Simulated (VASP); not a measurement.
Wanted: the native input for a VASP 6.6.1 run.

| Property | Result |
| --- | --- |
| Task | single point |
| Functional | PBEsol |
| Potentials or basis | VASP PAW PBE potentials, release 64 (Fe, O) |
| Cutoff | 520 eV |
| k mesh | 18 × 18 × 18 |
| Occupations | gaussian, width 0.1 eV |
| Spin | collinear spin, ferromagnetic start |
| Starting moments | [3.76, 0.37] μB |
| Dipole correction | no |
| Further INCAR settings | ALGO = Normal; EDIFF = 1e-06; NBANDS = 18 |

The structure of FeO lies in POSCAR:

```
FeO
1.0
    0.0000000000      2.1645860529      2.1645860529
    2.1645860529      0.0000000000      2.1645860529
    2.1645860529      2.1645860529      0.0000000000
Fe O
1 1
Direct
    0.0000000000      0.0000000000      0.0000000000
    0.5000000000      0.5000000000      0.5000000000
```

One way to write it, as run:

INCAR

```
SYSTEM = FeO
PREC = Accurate
ENCUT = 520
EDIFF = 1E-6
ISMEAR = 0
SIGMA = 0.1
LREAL = .FALSE.
LASPH = .TRUE.
NELM = 150
ALGO = Normal
ISIF = 2
LWAVE = .FALSE.
LCHARG = .FALSE.
ISPIN = 2
MAGMOM = 3.76 0.37
LORBIT = 11
LMAXMIX = 4
GGA = PS
NBANDS = 18
```

KPOINTS

```
regular mesh
0
G
  18 18 18
  0 0 0
```

Potentials or basis: VASP PAW PBE potentials, release 64 (Fe, O).

Command:

```sh
$ cat potpaw_PBE.64/Fe/POTCAR potpaw_PBE.64/O/POTCAR > POTCAR
$ mpirun -np 1 vasp_std > vasp.out
```

Results of the run:

* Pressure: -10.5 GPa
* Band gap on the k mesh: zero (filled and empty bands overlap)
* Net moment: 4.00 μB per cell
* Site moments: Fe +3.61; O +0.30 μB
* Valence electrons inside the program's atomic spheres: Fe 6.72; O 4.96

Caveat: the cell stands under tension; the PAW data sets were made with another functional, which shifts forces and pressure a little; a cell with one magnetic atom can't hold antiferromagnetic order, which such compounds often take; semilocal functionals often make such compounds metallic where correlation or magnetic order opens a gap, which also shifts bond lengths.

It took 48 s on 1 thread of Intel(R) Xeon(R) 6975P-C (Granite Rapids), on a shared host, peak memory 0.23 GiB.
